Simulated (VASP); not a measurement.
# Si2C3 (P-3m1) in VASP: further runs

The runs below take Si2C3 through single point, relaxation of cell and atoms, with PBE.

Everything below comes from runs of VASP 6.6.1. Logs are shortened: lines on timing, memory, paths and dates and some standing lists are left out, and cuts for length are marked.

## (1) The cell of the first run

It takes space group P-3m1 (No. 164, trigonal). Conventional cell: a = 2.719 Å, b = 2.719 Å, c = 6.861 Å, α = 90.00°, β = 90.00°, γ = 120.00°. Within 2.6 Å of Si (site symmetry 3m) lie 4 C at 1.97 to 2.02 Å. Within 2.2 Å of C (site symmetry 3m) lie 3 C at 1.63 Å and 1 Si at 2.02 Å. Within 2.6 Å of C (site symmetry -3m) lie 6 Si at 1.97 Å.

## (2) Single point, PBE

INCAR reads:

```
PREC = Accurate ; ENCUT = 520
EDIFF = 1E-6 ; ISMEAR = 0
SIGMA = 0.1 ; LREAL = F
LASPH = T ; NELM = 80
ALGO = Normal ; ISIF = 2
LWAVE = F ; LCHARG = F
GGA = PE ; NBANDS = 18
```

KPOINTS reads:

```
regular mesh
0
Gamma
  18 18 6
```

POSCAR reads:

```
Si2C3
1.0
    2.7192691195      0.0000000000      0.0000000000
   -1.3596345598      2.3549561372      0.0000000000
    0.0000000000      0.0000000000      6.8609765281
Si C
2 3
Direct
    0.3333333333      0.6666666667      0.1728903490
    0.6666666667      0.3333333333      0.8271096510
    0.3333333333      0.6666666667      0.4677607224
    0.6666666667      0.3333333333      0.5322392776
    0.0000000000      0.0000000000      0.0000000000
```

Potentials or basis: VASP PAW PBE potentials, release 64 (Si, C).

On the command line:

```bash
$ cat potpaw_PBE.64/Si/POTCAR potpaw_PBE.64/C/POTCAR > POTCAR
$ mpirun -np 1 vasp_std > vasp.out
```

OUTCAR:

```text
PREC = Accurate
   ENCUT = 520
   EDIFF = 1E-6
   ISMEAR = 0
   LREAL = F
   LASPH = T
   NELM = 80
   ISIF = 2
   GGA = PE

 ion  position               nearest neighbor table
   1  0.333  0.667  0.173-   5 1.97   5 1.97   5 1.97   3 2.02   2 2.84   2 2.84   2 2.84
   2  0.667  0.333  0.827-   5 1.97   5 1.97   5 1.97   4 2.02   1 2.84   1 2.84   1 2.84
   3  0.333  0.667  0.468-   4 1.63   4 1.63   4 1.63   1 2.02
   4  0.667  0.333  0.532-   3 1.63   3 1.63   3 1.63   2 2.02
   5  0.000  0.000  0.000-   1 1.97   2 1.97   2 1.97   1 1.97   2 1.97   1 1.97

  LATTYP: Found a hexagonal cell.
 ALAT       =     2.7192691195
 C/A-ratio  =     2.5230958124

  Lattice vectors:

 A1 = (   2.7192691195,   0.0000000000,   0.0000000000)
 A2 = (  -1.3596345598,   2.3549561372,   0.0000000000)
 A3 = (   0.0000000000,   0.0000000000,   6.8609765281)

Analysis of symmetry for initial positions (statically):
=====================================================================
 Subroutine PRICEL returns:
 Original cell was already a primitive cell.

 Routine SETGRP: Setting up the symmetry group for a
 hexagonal supercell.

 Subroutine GETGRP returns: Found 12 space group operations
 (whereof 12 operations were pure point group operations)
 out of a pool of 24 trial point group operations.

The static configuration has the point symmetry D_3d.

Analysis of symmetry for dynamics (positions and initial velocities):
=====================================================================
 Subroutine PRICEL returns:
 Original cell was already a primitive cell.

 Routine SETGRP: Setting up the symmetry group for a
 hexagonal supercell.

 Subroutine GETGRP returns: Found 12 space group operations
 (whereof 12 operations were pure point group operations)
 out of a pool of 24 trial point group operations.

The dynamic configuration has the point symmetry D_3d.

 Subroutine INISYM returns: Found 12 space group operations
 (whereof 12 operations are pure point group operations),
 and found     1 'primitive' translations

----------------------------------------------------------------------------------------

                                     Primitive cell

  volume of cell :      43.9360

  direct lattice vectors                    reciprocal lattice vectors
     2.719269119  0.000000000  0.000000000     0.367745874  0.212318180  0.000000000
    -1.359634560  2.354956137  0.000000000     0.000000000  0.424636359  0.000000000
     0.000000000  0.000000000  6.860976528     0.000000000  0.000000000  0.145751847

  length of vectors
     2.719269119  2.719269120  6.860976528     0.424636359  0.424636359  0.145751847

  position of ions in fractional coordinates (direct lattice)
     0.333333333  0.666666667  0.172890349
     0.666666667  0.333333333  0.827109651
     0.333333333  0.666666667  0.467760722
     0.666666667  0.333333333  0.532239278
     0.000000000  0.000000000  0.000000000

  ion indices of the primitive-cell ions
   primitive index   ion index
                 1           1
                 2           2
                 3           3
                 4           4
                 5           5

----------------------------------------------------------------------------------------

 KPOINTS: regular mesh

Automatic generation of k-mesh.
 Grid dimensions read from file:
 generate k-points for:   18   18    6

 Generating k-lattice:

  Cartesian coordinates                     Fractional coordinates (reciprocal lattice)
     0.020430326  0.011795454  0.000000000     0.055555556  0.000000000  0.000000000
     0.000000000  0.023590909  0.000000000     0.000000000  0.055555556  0.000000000
     0.000000000  0.000000000  0.024291974     0.000000000  0.000000000  0.166666667

  Length of vectors
     0.023590909  0.023590909  0.024291974

  Shift w.r.t. Gamma in fractional coordinates (k-lattice)
     0.000000000  0.000000000  0.000000000

 Subroutine IBZKPT returns following result:
 ===========================================

 Found    202 irreducible k-points:

 Following reciprocal coordinates:
            Coordinates               Weight
  0.000000  0.000000  0.000000      1.000000
  0.055556  0.000000  0.000000      6.000000
  0.111111  0.000000  0.000000      6.000000
  0.166667  0.000000  0.000000      6.000000
  0.222222  0.000000  0.000000      6.000000
  0.277778  0.000000  0.000000      6.000000
[... 16 lines left out ...]
  0.333333  0.111111  0.000000     12.000000
  0.388889  0.111111  0.000000     12.000000
 [... further k-points ...]
   k-points           NKPTS =    202   k-points in BZ     NKDIM =    202   number of bands    NBANDS=     18
   number of dos      NEDOS =    301   number of ions     NIONS =      5
   total plane-waves  NPLWV =  21600
   dimension x,y,z NGX =    20 NGY =   20 NGZ =   54
   dimension x,y,z NGXF=    40 NGYF=   40 NGZF=  108
   ions per type =               2   3
   NGX,Y,Z   is equivalent  to a cutoff of  12.23, 12.23, 13.08 a.u.
   NGXF,Y,Z  is equivalent  to a cutoff of  24.45, 24.45, 26.17 a.u.
 SYSTEM =  unknown system
   PREC   = accura    normal or accurate (medium, high low for compatibility)
   ISTART =      0    job   : 0-new  1-cont  2-samecut
   ICHARG =      2    charge: 1-file 2-atom 10-const
   ISPIN  =      1    spin polarized calculation?
   LNONCOLLINEAR =      F non collinear calculations
   LSORBIT =      F    spin-orbit coupling
   LASPH  =      T    aspherical Exc in radial PAW
   ENCUT  =  520.0 eV  38.22 Ry    6.18 a.u.   5.06  5.06 12.76*2*pi/ulx,y,z
   NELM   =     80;   NELMIN=  2; NELMDL= -5     # of ELM steps
   EDIFF  = 0.1E-05   stopping-criterion for ELM
   LREAL  =      F    real-space projection
   EDIFFG = 0.1E-04   stopping-criterion for IOM
   NSW    =      0    number of steps for IOM
   IBRION =     -1    ionic relax: 0-MD 1-quasi-New 2-CG
   NFREE  =      0    steps in history (QN), initial steepest desc. (CG)
   ISIF   =      2    stress and relaxation
   ISYM   =      2    0-nonsym 1-usesym 2-fastsym
   POTIM  = 0.5000    time-step for ionic-motion
   TEBEG  =    0.0;   TEEND  =   0.0 temperature during run
   PSTRESS=    0.0 pullay stress
   NELECT =      20.0000    total number of electrons
   NUPDOWN=      -1.0000    fix difference up-down
   EMIN   =  10.00;   EMAX   =-10.00  energy-range for DOS
   EFERMI =   0.00;   METHOD = LEGACY
   ISMEAR =     0;   SIGMA  =   0.10  broadening in eV -4-tet -1-fermi 0-gaus
   EFERMI_NEDOS =   21; number of points for ismear=-14 and -15
   IALGO  =     38    algorithm
   IMIX   =      4    mixing-type and parameters
     AMIX     =   0.40;   BMIX     =  1.00
     AMIX_MAG =   1.60;   BMIX_MAG =  1.00
  volume/ion in A,a.u.               =       8.79        59.30
  Fermi-wavevector in a.u.,A,eV,Ry     =   1.259344  2.379816 21.578137  1.585948
  Thomas-Fermi vector in A             =   2.392909
   LORBIT       =      0    0 simple, 1 ext, 2 COOP (PROOUT), +10 PAW based schemes
   GGA     = PE    functional components
   LHFCALC =     F    Hartree Fock is set to
   AEXX    =    0.0000 exact exchange contribution
   IVDW    =     0    specifies the selected vdW correction
   LEPSILON=     F    determine dielectric tensor
   LRPA    =     F    only Hartree local field effects (RPA)
 non-spin polarized calculation
 Gauss-broadening in eV      SIGMA  =   0.10
  energy-cutoff  :      520.00
  volume of cell :       43.94
 maximum number of plane-waves:      1199
   NGX = 11   NGY = 11   NGZ = 25

 number of electron      20.0000000 magnetization

 Free energy of the ion-electron system (eV)
  ---------------------------------------------------
  ext. energy  EPLUGINS =         0.00000000
  ---------------------------------------------------
  free energy    TOTEN  =       -34.34789696 eV

  energy without entropy =      -34.34113398  energy(sigma->0) =      -34.34451547

 E-fermi :  11.2017     XC(G=0): -12.1437

 val. band max:       11.1990305922   @ k =   0.1667   0.1667   0.3333
 cond. band min:      11.2083925470   @ k =   0.3333   0.2222   0.1667
 fundamental gap:      0.0093619548
 Fermi energy:        11.2017304720

 k-point     1 :       0.0000    0.0000    0.0000
  band No.  band energies     occupation
      1      -8.1063      2.00000
      2      -6.8130      2.00000
      3      -2.6127      2.00000
      4       2.9799      2.00000
      5       4.8023      2.00000
      6       7.7956      2.00000
[... 10 lines left out ...]
     17      19.1132      0.00000
     18      21.8016      0.00000

 k-point     2 :       0.0556    0.0000    0.0000
  band No.  band energies     occupation
      1      -8.0380      2.00000
      2      -6.7460      2.00000
      3      -2.5373      2.00000
      4       3.0353      2.00000
      5       4.8652      2.00000
      6       7.4628      2.00000
[... 10 lines left out ...]
     17      19.3573      0.00000
     18      20.4990      0.00000

 k-point     3 :       0.1111    0.0000    0.0000
  band No.  band energies     occupation
      1      -7.8338      2.00000
      2      -6.5453      2.00000
      3      -2.3120      2.00000
      4       3.1971      2.00000
      5       5.0516      2.00000
      6       6.5959      2.00000
[... 10 lines left out ...]
     17      19.0186      0.00000
     18      20.1368      0.00000

 k-point     4 :       0.1667    0.0000    0.0000
  band No.  band energies     occupation
      1      -7.4954      2.00000
      2      -6.2120      2.00000
      3      -1.9389      2.00000
      4       3.4431      2.00000
      5       5.3489      2.00000
      6       5.4415      2.00000
[... 375 lines left out ...]
      4       1.4255      2.00000
      5       3.0819      2.00000
      6       4.6708      2.00000
[... 10 lines left out ...]
     17      19.3086      0.00000
     18      19.7144      0.00000

 k-point    23 :       0.3333    0.1111    0.0000
  band No.  band energies     occupation
      1      -4.7243      2.00000
      2      -3.4794      2.00000
      3      -0.0285      2.00000
      4       1.3107      2.00000
      5       1.7507      2.00000
      6       4.4161      2.00000
[... 10 lines left out ...]
     17      19.1258      0.00000
     18      20.3132      0.00000

 k-point    24 :       0.3889    0.1111    0.0000
  band No.  band energies     occupation
      1      -3.8797      2.00000
      2      -2.7495      2.00000
      3      -0.9544      2.00000
      4       0.5841      2.00000
      5       2.2237      2.00000
      6       4.0775      2.00000
[... 10 lines left out ...]
     17      18.9709      0.00000
     18      20.6740      0.00000

 [... further k-points ...]
[... 5 lines left out ...]
  --------------------------------------------------------------------------------------
  -------------------------------------------------------------------------------------
  Total        0.0405362      0.0405362     -0.0271345     -0.0000000      0.0000000     -0.0000000
  in kB        1.4781975      1.4781975     -0.9894905     -0.0000000      0.0000000     -0.0000000
  external PRESSURE =       0.6556348 kB  Pullay stress =       0.0000000 kB

 VOLUME and BASIS-vectors are now :
 -----------------------------------------------------------------------------
  energy-cutoff  :      520.00
  volume of cell :       43.94
      direct lattice vectors                 reciprocal lattice vectors
     2.719269119  0.000000000  0.000000000     0.367745874  0.212318180  0.000000000
    -1.359634560  2.354956137  0.000000000     0.000000000  0.424636359  0.000000000
     0.000000000  0.000000000  6.860976528     0.000000000  0.000000000  0.145751847

 POSITION                                       TOTAL-FORCE (eV/Angst)
 -----------------------------------------------------------------------------------
     -0.00000      1.56997      1.18620        -0.000000     -0.000000     -0.007432
      1.35963      0.78499      5.67478        -0.000000      0.000000      0.007432
     -0.00000      1.56997      3.20930         0.000000      0.000000     -0.005755
      1.35963      0.78499      3.65168        -0.000000      0.000000      0.005755
      0.00000      0.00000      0.00000        -0.000000      0.000000      0.000000
 -----------------------------------------------------------------------------------
    total drift:                               -0.000000     -0.000000     -0.000000

  FREE ENERGIE OF THE ION-ELECTRON SYSTEM (eV)
  ---------------------------------------------------
  free  energy   TOTEN  =       -34.3478969552 eV

  energy  without entropy=      -34.3411339780  energy(sigma->0) =      -34.34451547
```

It took 66 s on 1 thread of AMD EPYC 9R45 (Zen 5), shared host; peak memory 0.22 GiB.

Results:

```yaml
Free_energy: -34.3479 eV
Pressure: 0.1 GPa
Largest_force: 0.007 eV/Å
Band_gap_on_the_k_mesh: zero (bands 10 and 11 overlap by 5.48 eV)
```

Forces on the atoms (eV/Å):
```
Si   0.000  0.000 -0.007
Si   0.000  0.000  0.007
C    0.000  0.000 -0.006
C    0.000  0.000  0.006
C    0.000  0.000  0.000
```

Stress tensor (GPa, compression positive):
```
 0.15  0.00  0.00
 0.00  0.15  0.00
 0.00  0.00 -0.10
```

## (3) Relaxation of cell and atoms, PBE

INCAR reads:

```
SYSTEM = Si2C3
PREC = Accurate ; ENCUT = 600
EDIFF = 1E-7 ; ISMEAR = 0
SIGMA = 0.1 ; LREAL = .False.
LASPH = .True. ; NELM = 80
ALGO = Normal ; ISIF = 3
LWAVE = .False. ; LCHARG = .False.
GGA = PE ; IBRION = 2
NSW = 100 ; EDIFFG = -0.01
```

KPOINTS reads:

```
regular mesh
0
Gamma
  18 18 6
  0 0 0
```

POSCAR reads:

```
Si2C3
1.0
    2.7162798357      0.0000000000      0.0000000000
   -1.3581399179      2.3523673415      0.0000000000
    0.0000000000      0.0000000000      6.8698558310
Si C
2 3
Direct
    0.3333333333      0.6666666667      0.1730133023
    0.6666666667      0.3333333333      0.8269866977
    0.3333333333      0.6666666667      0.4681751643
    0.6666666667      0.3333333333      0.5318248357
    0.0000000000      0.0000000000      0.0000000000
```

Potentials or basis: VASP PAW PBE potentials, release 64 (Si, C).

On the command line:

```bash
$ cat potpaw_PBE.64/Si/POTCAR potpaw_PBE.64/C/POTCAR > POTCAR
$ mpirun -np 1 vasp_std > vasp.out
```

OUTCAR:

```text
SYSTEM = Si2C3
   PREC = Accurate
   ENCUT = 600
   EDIFF = 1E-7
   ISMEAR = 0
   LREAL = .False.
   LASPH = .True.
   NELM = 80
   ISIF = 3
   GGA = PE
   IBRION = 2
   NSW = 100
   EDIFFG = -0.01

 ion  position               nearest neighbor table
   1  0.333  0.667  0.173-   5 1.97   5 1.97   5 1.97   3 2.03   2 2.85   2 2.85   2 2.85
   2  0.667  0.333  0.827-   5 1.97   5 1.97   5 1.97   4 2.03   1 2.85   1 2.85   1 2.85
   3  0.333  0.667  0.468-   4 1.63   4 1.63   4 1.63   1 2.03
   4  0.667  0.333  0.532-   3 1.63   3 1.63   3 1.63   2 2.03
   5  0.000  0.000  0.000-   1 1.97   2 1.97   2 1.97   1 1.97   2 1.97   1 1.97

  LATTYP: Found a hexagonal cell.
 ALAT       =     2.7162798357
 C/A-ratio  =     2.5291414164

  Lattice vectors:

 A1 = (   2.7162798357,   0.0000000000,   0.0000000000)
 A2 = (  -1.3581399179,   2.3523673415,   0.0000000000)
 A3 = (   0.0000000000,   0.0000000000,   6.8698558310)

Analysis of symmetry for initial positions (statically):
=====================================================================
 Subroutine PRICEL returns:
 Original cell was already a primitive cell.

 Routine SETGRP: Setting up the symmetry group for a
 hexagonal supercell.

 Subroutine GETGRP returns: Found 12 space group operations
 (whereof 12 operations were pure point group operations)
[... 182 lines left out ...]
  external PRESSURE =       0.9664533 kB  Pullay stress =       0.0000000 kB
[... 143 lines left out ...]
--------------------------------------- Ionic step        5  -------------------------------------------

 number of electron      20.0000000 magnetization

 Free energy of the ion-electron system (eV)
  ---------------------------------------------------
  ext. energy  EPLUGINS =         0.00000000
  ---------------------------------------------------
  free energy    TOTEN  =       -34.35117518 eV

  energy without entropy =      -34.34444402  energy(sigma->0) =      -34.34780960

 E-fermi :  11.2044     XC(G=0): -12.1438

 val. band max:       11.2023145982   @ k =   0.1667   0.1667   0.3333
 cond. band min:      11.2102146819   @ k =   0.3333   0.2222   0.1667
 fundamental gap:      0.0079000837
 Fermi energy:        11.2044294798

 k-point     1 :       0.0000    0.0000    0.0000
  band No.  band energies     occupation
      1      -8.1053      2.00000
      2      -6.8134      2.00000
      3      -2.6125      2.00000
      4       2.9820      2.00000
      5       4.8050      2.00000
      6       7.8004      2.00000
      7       7.8004      2.00000
      8      10.2285      2.00000
      9      10.2285      2.00000
     10      14.4306      0.00000
     11      14.4859      0.00000
     12      15.7457      0.00000
     13      15.7457      0.00000
     14      15.9720      0.00000
[... 377 lines left out ...]
      1      -3.8774      2.00000
      2      -2.7526      2.00000
      3      -0.9512      2.00000
      4       0.5799      2.00000
      5       2.2232      2.00000
      6       4.0786      2.00000
      7       4.4920      2.00000
      8       6.2205      2.00000
      9       7.1479      2.00000
     10       9.2994      2.00000
     11      11.1988      1.06383
     12      12.6487      0.00000
     13      14.4181      0.00000
     14      15.2356      0.00000

 [... further k-points ...]
[... 5 lines left out ...]
  --------------------------------------------------------------------------------------
  -------------------------------------------------------------------------------------
  Total       -0.0113881     -0.0113881     -0.0466302      0.0000000      0.0000000     -0.0000000
  in kB       -0.4153081     -0.4153081     -1.7005437      0.0000000      0.0000000     -0.0000000
  external PRESSURE =      -0.8437200 kB  Pullay stress =       0.0000000 kB
[... 20 lines left out ...]
  FREE ENERGIE OF THE ION-ELECTRON SYSTEM (eV)
  ---------------------------------------------------
  free  energy   TOTEN  =       -34.3511751794 eV

  energy  without entropy=      -34.3444440220  energy(sigma->0) =      -34.34780960

 reached required accuracy - stopping structural energy minimisation
```

OSZICAR:

```text
N       E                     dE             d eps       ncg     rms          rms(c)
DAV:   1     0.555082273921E+02    0.55508E+02   -0.10858E+04  5656   0.149E+03
DAV:   2    -0.323862543190E+02   -0.87894E+02   -0.84973E+02  7648   0.212E+02
DAV:   3    -0.364752541628E+02   -0.40890E+01   -0.40296E+01  7636   0.466E+01
[... 34 lines left out ...]
       N       E                     dE             d eps       ncg     rms          rms(c)
DAV:   1    -0.343511755925E+02   -0.17315E-05   -0.18404E-04  5914   0.109E-01    0.538E-03
DAV:   2    -0.343511754121E+02    0.18036E-06   -0.46932E-06  7750   0.182E-02    0.279E-03
DAV:   3    -0.343511752015E+02    0.21063E-06   -0.42455E-07  6542   0.536E-03    0.112E-03
DAV:   4    -0.343511751794E+02    0.22121E-07   -0.88976E-08  4640   0.260E-03
   5 F= -.34351175E+02 E0= -.34347810E+02  d E =-.751331E-04
```

It took 3.2 min on 1 thread of AMD EPYC 9R45 (Zen 5), shared host; peak memory 0.24 GiB.

What came out:

```
Free energy                           : -34.3512 eV
Relaxed volume                        : 8.79 Å³/atom
Relaxed cell                          : a = 2.719 Å, b = 2.719 Å, c = 6.860 Å, α = 90.00°, β = 90.00°, γ = 120.00°
Space group after relaxing (to 0.1 Å) : P-3m1 (No. 164)
Energy gained by relaxing             : 0.1 meV/atom
Ionic steps                           : 5
Pressure after relaxing               : -0.1 GPa
Largest force after relaxing          : 0.007 eV/Å
Band gap on the k mesh                : zero (bands 10 and 11 overlap by 5.47 eV)
```

Forces on the atoms (eV/Å):
```
Si   0.000  0.000  0.002
Si   0.000  0.000 -0.002
C    0.000  0.000  0.007
C    0.000  0.000 -0.007
C    0.000  0.000  0.000
```

Stress tensor (GPa, compression positive):
```
-0.04  0.00  0.00
 0.00 -0.04  0.00
 0.00  0.00 -0.17
```

The path:
```csv
step,energy change (eV),largest force (eV/Å),pressure (GPa),volume (Å³)
1,0.0000,0.0660,0.10,43.90
2,-0.0004,0.0829,0.01,43.93
3,-0.0005,0.0363,0.04,43.92
4,-0.0006,0.0107,-0.10,43.93
5,-0.0006,0.0067,-0.08,43.93
```

Final structure:
```
CELL_PARAMETERS angstrom
2.71945 0.00000 0.00000
-1.35972 2.35511 0.00000
0.00000 0.00000 6.85959
ATOMIC_POSITIONS crystal
Si 0.33333 0.66667 0.17286
Si 0.66667 0.33333 0.82714
C 0.33333 0.66667 0.46770
C 0.66667 0.33333 0.53230
C 0.00000 0.00000 0.00000
```
